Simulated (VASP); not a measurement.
NaH:

```
Na H
1.0
     3.49818    0.00000    0.00000
    -1.74909    3.02951    0.00000
     0.00000    0.00000    7.69445
Na H
3 3
Cartesian
  0.8450 0.0000 5.1296
  1.3266 2.2977 0.0000
  -0.4225 0.7318 2.5648
  1.9012 0.0000 1.2824
  0.7985 1.3830 3.8472
  -0.9506 1.6465 6.4120
```

```yaml
Program: VASP 6.6.1
Task: relaxation of cell and atoms
Functional: PBEsol
Potentials_or_basis: VASP PAW PBE potentials, release 64 (Na_pv, H)
Cutoff: 600 eV
k_mesh: 9 × 9 × 4
Occupations: fermi-dirac, width 0.03 eV
Spin: no spin polarisation
```

At the start: pressure 6.4 GPa; volume 13.59 Å³/atom.

Question: How do energy, volume and symmetry change on relaxing?

Answer: Over 20 steps the energy falls by 226.7 meV/atom and the volume is 13.78 Å³/atom (+1.4 %); space group P3_221 (No. 154, to 0.1 Å) before, Fm-3m (No. 225, to 0.1 Å).

Step by step:
```
step  energy change (eV)  largest force (eV/Å)  pressure (GPa)  volume (Å³)
   1              0.0000                1.2622            6.40        81.54
   2             -0.4972                0.8379            2.63        88.07
   3             -0.7974                0.4543           -0.76        97.45
   4             -0.8225                0.3663           -1.51       100.61
   5             -0.8242                0.3445           -1.71       101.49
   6             -0.8893                0.3542           -1.55        98.67
   7             -1.0422                0.3617           -0.74        90.46
   8             -1.0155                0.2525            3.10        75.18
   9             -1.0926                0.3444            0.61        83.28
  10             -1.1714                0.2748            0.76        81.99
  11             -1.2778                0.1972            1.73        78.17
  12             -1.3236                0.1556            0.08        82.83
  13             -1.3269                0.1420           -0.41        84.48
  14             -1.3397                0.1098           -0.30        84.02
  15             -1.3570                0.0315           -0.05        82.93
  16             -1.3585                0.0336            0.05        82.48
  17             -1.3585                0.0326           -0.01        82.52
  18             -1.3594                0.0227            0.03        82.40
  19             -1.3597                0.0145            0.06        82.30
  20             -1.3601                0.0031           -0.03        82.66
```

Final structure:
```
Na H
1.0
     3.38827    0.00000    0.00000
    -1.69414    2.93433    0.00000
     0.00000    0.00000    8.31347
Na H
3 3
Direct
  0.33199 0.00000 0.66667
  0.66801 0.66801 0.00000
  0.00000 0.33199 0.33333
  0.33462 0.00000 0.16667
  0.66538 0.66538 0.50000
  0.00000 0.33462 0.83333
```

Caveat: the PAW data sets were made with another functional, which shifts forces and pressure a little.
